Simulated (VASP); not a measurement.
# HfSeS4 (F-43m) in VASP: further runs

HfSeS4 is run at these levels: PBE; tasks: single point, relaxation of cell and atoms.

Everything below comes from runs of VASP 6.6.1. Logs are shortened: lines on timing, memory, paths and dates and some standing lists are left out, and cuts for length are marked.

### Step 1. The cell of the first run

The structure is cubic, space group F-43m (No. 216). The conventional cell has a = 8.938 Å, b = 8.938 Å, c = 8.938 Å, α = 90.00°, β = 90.00°, γ = 90.00°. Within 4.8 Å of Hf (site symmetry -43m) lie 12 S at 3.67 Å and 6 Se at 4.47 Å. Within 2.9 Å of Se (site symmetry -43m) lie 4 S at 2.18 Å. Within 2.9 Å of S (site symmetry 3m) lie 1 Se at 2.18 Å and 3 S at 2.76 Å.

The cell was built from a structure type or drawn by symmetry, and may not be a known phase.

### Step 2. Single point, PBE

The input, INCAR:

```
PREC = Accurate ; ENCUT = 520
EDIFF = 1E-7 ; ISMEAR = 0
SIGMA = 0.1 ; LREAL = False
LASPH = True ; NELM = 80
ALGO = Normal ; ISIF = 2
LWAVE = False ; LCHARG = True
GGA = PE ; LELF = True
LVHAR = True ; NBANDS = 29
```

The input, KPOINTS:

```
Automatic mesh
0
Gamma
  8 8 8
```

The input, POSCAR:

```
HfSeS4
1.0
    0.0000000000      4.4690022848      4.4690022848
    4.4690022848      0.0000000000      4.4690022848
    4.4690022848      4.4690022848      0.0000000000
Hf Se S
1 1 4
Direct
    0.0000000000      0.0000000000      0.0000000000
    0.5000000000      0.5000000000      0.5000000000
    0.3590990586      0.3590990586      0.9227028242
    0.3590990586      0.9227028242      0.3590990586
    0.9227028242      0.3590990586      0.3590990586
    0.3590990586      0.3590990586      0.3590990586
```

Potentials or basis: VASP PAW PBE potentials, release 64 (Hf_pv, Se, S).

Run with:

```console
cat potpaw_PBE.64/Hf_pv/POTCAR potpaw_PBE.64/Se/POTCAR potpaw_PBE.64/S/POTCAR > POTCAR
mpirun -np 1 vasp_std > vasp.out
```

OUTCAR:

```text
PREC = Accurate
   ENCUT = 520
   EDIFF = 1E-7
   ISMEAR = 0
   LREAL = False
   LASPH = True
   NELM = 80
   ISIF = 2
   GGA = PE

 ion  position               nearest neighbor table
   1  0.000  0.000  0.000-
   2  0.500  0.500  0.500-   6 2.18   4 2.18   5 2.18   3 2.18
   3  0.359  0.359  0.923-   2 2.18   4 2.76   5 2.76   6 2.76
   4  0.359  0.923  0.359-   2 2.18   3 2.76   5 2.76   6 2.76
   5  0.923  0.359  0.359-   2 2.18   3 2.76   4 2.76   6 2.76
   6  0.359  0.359  0.359-   2 2.18   3 2.76   4 2.76   5 2.76

  LATTYP: Found a face centered cubic cell.
 ALAT       =     8.9380045696

  Lattice vectors:

 A1 = (   0.0000000000,   4.4690022848,   4.4690022848)
 A2 = (   4.4690022848,   0.0000000000,   4.4690022848)
 A3 = (   4.4690022848,   4.4690022848,   0.0000000000)

Analysis of symmetry for initial positions (statically):
=====================================================================
 Subroutine PRICEL returns:
 Original cell was already a primitive cell.

 Routine SETGRP: Setting up the symmetry group for a
 face centered cubic supercell.

 Subroutine GETGRP returns: Found 24 space group operations
 (whereof 24 operations were pure point group operations)
 out of a pool of 48 trial point group operations.

The static configuration has the point symmetry T_d .

Analysis of symmetry for dynamics (positions and initial velocities):
=====================================================================
 Subroutine PRICEL returns:
 Original cell was already a primitive cell.

 Routine SETGRP: Setting up the symmetry group for a
 face centered cubic supercell.

 Subroutine GETGRP returns: Found 24 space group operations
 (whereof 24 operations were pure point group operations)
 out of a pool of 48 trial point group operations.

The dynamic configuration has the point symmetry T_d .

 Subroutine INISYM returns: Found 24 space group operations
 (whereof 24 operations are pure point group operations),
 and found     1 'primitive' translations

----------------------------------------------------------------------------------------

                                     Primitive cell

  volume of cell :     178.5097

  direct lattice vectors                    reciprocal lattice vectors
     0.000000000  4.469002285  4.469002285    -0.111881796  0.111881796  0.111881796
     4.469002285  0.000000000  4.469002285     0.111881796 -0.111881796  0.111881796
     4.469002285  4.469002285  0.000000000     0.111881796  0.111881796 -0.111881796

[... 94 lines left out ...]
   NSW    =      0    number of steps for IOM
   IBRION =     -1    ionic relax: 0-MD 1-quasi-New 2-CG
   NFREE  =      0    steps in history (QN), initial steepest desc. (CG)
   ISIF   =      2    stress and relaxation
   ISYM   =      2    0-nonsym 1-usesym 2-fastsym
   POTIM  = 0.5000    time-step for ionic-motion
   TEBEG  =    0.0;   TEEND  =   0.0 temperature during run
   PSTRESS=    0.0 pullay stress
   NELECT =      40.0000    total number of electrons
   NUPDOWN=      -1.0000    fix difference up-down
   EMIN   =  10.00;   EMAX   =-10.00  energy-range for DOS
   EFERMI =   0.00;   METHOD = LEGACY
   ISMEAR =     0;   SIGMA  =   0.10  broadening in eV -4-tet -1-fermi 0-gaus
   EFERMI_NEDOS =   21; number of points for ismear=-14 and -15
   IALGO  =     38    algorithm
   IMIX   =      4    mixing-type and parameters
     AMIX     =   0.40;   BMIX     =  1.00
     AMIX_MAG =   1.60;   BMIX_MAG =  1.00
  volume/ion in A,a.u.               =      29.75       200.77
  Fermi-wavevector in a.u.,A,eV,Ry     =   0.994354  1.879056 13.452616  0.988739
  Thomas-Fermi vector in A             =   2.126299
   LORBIT       =      0    0 simple, 1 ext, 2 COOP (PROOUT), +10 PAW based schemes
   GGA     = PE    functional components
   LHFCALC =     F    Hartree Fock is set to
   AEXX    =    0.0000 exact exchange contribution
   IVDW    =     0    specifies the selected vdW correction
   LEPSILON=     F    determine dielectric tensor
   LRPA    =     F    only Hartree local field effects (RPA)
 non-spin polarized calculation
 Gauss-broadening in eV      SIGMA  =   0.10
  energy-cutoff  :      520.00
  volume of cell :      178.51
 maximum number of plane-waves:      4909
   NGX = 23   NGY = 23   NGZ = 23

 number of electron      40.0000001 magnetization

 Free energy of the ion-electron system (eV)
  ---------------------------------------------------
  ext. energy  EPLUGINS =         0.00000000
  ---------------------------------------------------
  free energy    TOTEN  =       -23.22546717 eV

  energy without entropy =      -23.19638363  energy(sigma->0) =      -23.21092540

 E-fermi :   2.4835     XC(G=0):  -8.1393

 val. band max:        2.4816717669   @ k =  -0.3750   0.5000   0.1250
 cond. band min:       2.4953219165   @ k =  -0.3750   0.3750   0.0000
 fundamental gap:      0.0136501496
 Fermi energy:         2.4835360647

 k-point     1 :       0.0000    0.0000    0.0000
  band No.  band energies     occupation
      1     -31.3911      2.00000
      2     -31.3911      2.00000
      3     -31.3911      2.00000
      4     -14.8753      2.00000
      5     -10.1959      2.00000
      6     -10.1959      2.00000
[... 757 lines left out ...]
     28       5.9516      0.00000
     29       6.3806      0.00000

 [... further k-points ...]

------------------------ aborting loop because EDIFF is reached ----------------------------------------

  FORCE on cell =-STRESS in cart. coord.  units (eV):
  Direction    XX          YY          ZZ          XY          YZ          ZX
  --------------------------------------------------------------------------------------
  -------------------------------------------------------------------------------------
  Total       -0.1205134     -0.1205134     -0.1205134      0.0000000     -0.0000000      0.0000000
  in kB       -1.0816435     -1.0816435     -1.0816435      0.0000000     -0.0000000      0.0000000
  external PRESSURE =      -1.0816435 kB  Pullay stress =       0.0000000 kB

 VOLUME and BASIS-vectors are now :
 -----------------------------------------------------------------------------
  energy-cutoff  :      520.00
  volume of cell :      178.51
      direct lattice vectors                 reciprocal lattice vectors
     0.000000000  4.469002285  4.469002285    -0.111881796  0.111881796  0.111881796
     4.469002285  0.000000000  4.469002285     0.111881796 -0.111881796  0.111881796
     4.469002285  4.469002285  0.000000000     0.111881796  0.111881796 -0.111881796

 POSITION                                       TOTAL-FORCE (eV/Angst)
 -----------------------------------------------------------------------------------
      0.00000      0.00000      0.00000         0.000000      0.000000     -0.000000
      4.46900      4.46900      4.46900         0.000000      0.000000     -0.000000
      5.72838      5.72838      3.20963        -0.026926     -0.026926      0.026926
      5.72838      3.20963      5.72838        -0.026926      0.026926     -0.026926
      3.20963      5.72838      5.72838         0.026926     -0.026926     -0.026926
      3.20963      3.20963      3.20963         0.026926      0.026926      0.026926
 -----------------------------------------------------------------------------------
    total drift:                               -0.000000     -0.000000     -0.000000

  FREE ENERGIE OF THE ION-ELECTRON SYSTEM (eV)
  ---------------------------------------------------
  free  energy   TOTEN  =       -23.2254671662 eV

  energy  without entropy=      -23.1963836302  energy(sigma->0) =      -23.21092540
```

OSZICAR:

```text
N       E                     dE             d eps       ncg     rms          rms(c)
DAV:   1     0.214657865396E+03    0.21466E+03   -0.17616E+04  1754   0.116E+03
DAV:   2    -0.769689973277E+01   -0.22235E+03   -0.21402E+03  2196   0.231E+02
DAV:   3    -0.287414861208E+02   -0.21045E+02   -0.20687E+02  2119   0.639E+01
DAV:   4    -0.293594420331E+02   -0.61796E+00   -0.61325E+00  2365   0.116E+01
DAV:   5    -0.293716482329E+02   -0.12206E-01   -0.12190E-01  2226   0.170E+00    0.225E+01
DAV:   6    -0.235988064490E+02    0.57728E+01   -0.22143E+01  1911   0.110E+01    0.137E+01
DAV:   7    -0.236744051109E+02   -0.75599E-01   -0.61526E+00  2104   0.590E+00    0.918E+00
DAV:   8    -0.239351433801E+02   -0.26074E+00   -0.85973E+00  1980   0.442E+00    0.733E+00
DAV:   9    -0.233793563823E+02    0.55579E+00   -0.11593E+01  2067   0.450E+00    0.201E+00
DAV:  10    -0.232295968208E+02    0.14976E+00   -0.45439E-01  1870   0.154E+00    0.661E-01
DAV:  11    -0.232250073037E+02    0.45895E-02   -0.30080E-02  2313   0.489E-01    0.313E-01
DAV:  12    -0.232254304657E+02   -0.42316E-03   -0.22798E-03  2234   0.141E-01    0.138E-01
DAV:  13    -0.232254639739E+02   -0.33508E-04   -0.75905E-04  2197   0.597E-02    0.471E-02
DAV:  14    -0.232254861202E+02   -0.22146E-04   -0.33920E-05  1867   0.258E-02    0.287E-02
DAV:  15    -0.232254665403E+02    0.19580E-04   -0.98561E-05  2340   0.190E-02    0.568E-03
DAV:  16    -0.232254673577E+02   -0.81743E-06   -0.45913E-06  2055   0.779E-03    0.427E-03
DAV:  17    -0.232254671309E+02    0.22683E-06   -0.95984E-07  1481   0.272E-03    0.180E-03
DAV:  18    -0.232254671662E+02   -0.35302E-07   -0.11706E-07  1432   0.182E-03
   1 F= -.23225467E+02 E0= -.23210925E+02  d E =-.290835E-01
```

stdout:

```text
POSCAR found type information on POSCAR HfSeS
 POSCAR found :  3 types and       6 ions
 scaLAPACK will be used
 LDA part: xc-table for (Slater+PW92), standard interpolation
 POSCAR, INCAR and KPOINTS ok, starting setup
 FFT: planning ... GRIDC
 FFT: planning ... GRID_SOFT
 FFT: planning ... GRID
 WAVECAR not read
 entering main loop
```

Wall time 2.2 min (1 thread of AMD EPYC 9R45 (Zen 5), shared host); peak memory 0.38 GiB.

What came out:

| Property | Result |
| --- | --- |
| Free energy | -23.2255 eV |
| Pressure | -0.1 GPa |
| Largest force | 0.047 eV/Å |
| Band gap on the k mesh | zero (bands 20 and 21 overlap by 0.31 eV) |

Forces on the atoms (eV/Å):
```
Hf   0.000  0.000  0.000
Se   0.000  0.000  0.000
S   -0.027 -0.027  0.027
S   -0.027  0.027 -0.027
S    0.027 -0.027 -0.027
S    0.027  0.027  0.027
```

Levels at points of the mesh, in eV from the Fermi level:
```csv
k point,band 17,band 18,band 19,band 20,band 21,band 22,band 23,band 24
"(0.00, 0.00, 0.00)",-1.54,-0.73,-0.12,-0.12,-0.12,0.41,0.41,0.41
"(0.50, 0.00, 0.00)",-1.07,-1.07,-0.65,-0.10,-0.02,0.21,0.49,0.49
"(0.50, 0.50, 0.00)",-2.00,-0.65,-0.65,-0.08,0.29,0.39,0.43,0.43
```

Caveat: spin-orbit coupling is left out, which moves the levels of the heavy elements.

### Step 3. Relaxation of cell and atoms, PBE

This run uses another cell than the first one, of 29.99 Å³/atom.

The input, INCAR:

```
ALGO = Normal ; EDIFF = 1E-6
EDIFFG = -0.01 ; ENCUT = 600
GGA = PE ; IBRION = 2
ISIF = 3 ; ISMEAR = 0
LASPH = True ; LCHARG = False
LREAL = False ; LWAVE = False
NELM = 60 ; NSW = 100
PREC = Accurate ; SIGMA = 0.1
```

The input, KPOINTS:

```
k-points
0
Gamma
  8 8 8
```

The input, POSCAR:

```
HfSeS4
1.0
    0.0000000000      4.4807314197      4.4807314197
    4.4807314197      0.0000000000      4.4807314197
    4.4807314197      4.4807314197      0.0000000000
Hf Se S
1 1 4
Direct
    0.0000000000      0.0000000000      0.0000000000
    0.5000000000      0.5000000000      0.5000000000
    0.3593513341      0.3593513341      0.9219459977
    0.3593513341      0.9219459977      0.3593513341
    0.9219459977      0.3593513341      0.3593513341
    0.3593513341      0.3593513341      0.3593513341
```

Potentials or basis: VASP PAW PBE potentials, release 64 (Hf_pv, Se, S).

Run with:

```console
cat potpaw_PBE.64/Hf_pv/POTCAR potpaw_PBE.64/Se/POTCAR potpaw_PBE.64/S/POTCAR > POTCAR
mpirun -np 1 vasp_std > vasp.out
```

It took 6.7 min on 1 thread of AMD EPYC 9R45 (Zen 5), shared host; peak memory 0.48 GiB.

It converged, with:

```yaml
Free_energy: -23.2266 eV
Relaxed_volume: 29.71 Å³/atom
Relaxed_cell: a = 6.318 Å, b = 6.318 Å, c = 6.318 Å, α = 60.00°, β = 60.00°, γ = 60.00°
Space_group_after_relaxing_to_0.1_Å: F-43m (No. 216)
Energy_gained_by_relaxing: 0.3 meV/atom
Ionic_steps: 5
Pressure_after_relaxing: 0.0 GPa
Band_gap_on_the_k_mesh: zero (bands 20 and 21 overlap by 0.32 eV)
```

The path:
```
step  energy change (eV)  largest force (eV/Å)  pressure (GPa)  volume (Å³)
   1              0.0000                0.0240           -0.35       179.92
   2             -0.0016                0.0330            0.05       178.24
   3             -0.0016                0.0249           -0.01       178.47
   4             -0.0017                0.0107            0.00       178.37
   5             -0.0017                0.0004            0.00       178.29
```

Final structure:
```xyz
6
Lattice="0.0000 4.4672 4.4672 4.4672 0.0000 4.4672 4.4672 4.4672 0.0000" Properties=species:S:1:pos:R:3 pbc="T T T"
Hf    0.0000    0.0000    0.0000
Se    4.4672    4.4672    4.4672
S     5.7243    5.7243    3.2100
S     5.7243    3.2100    5.7243
S     3.2100    5.7243    5.7243
S     3.2100    3.2100    3.2100
```

Levels at points of the mesh, in eV from the Fermi level:
| k point | band 16 | band 17 | band 18 | band 19 | band 20 | band 21 | band 22 | band 23 | band 24 |
| --- | --- | --- | --- | --- | --- | --- | --- | --- | --- |
| (0.00, 0.00, 0.00) | -1.55 | -1.55 | -0.72 | -0.13 | -0.13 | -0.13 | 0.41 | 0.41 | 0.41 |
| (0.50, 0.00, 0.00) | -2.71 | -1.08 | -1.08 | -0.64 | -0.11 | -0.01 | 0.23 | 0.49 | 0.49 |
| (0.50, 0.50, 0.00) | -2.33 | -2.01 | -0.66 | -0.66 | -0.08 | 0.29 | 0.39 | 0.43 | 0.43 |

Caveat: spin-orbit coupling is left out, which moves the levels of the heavy elements.
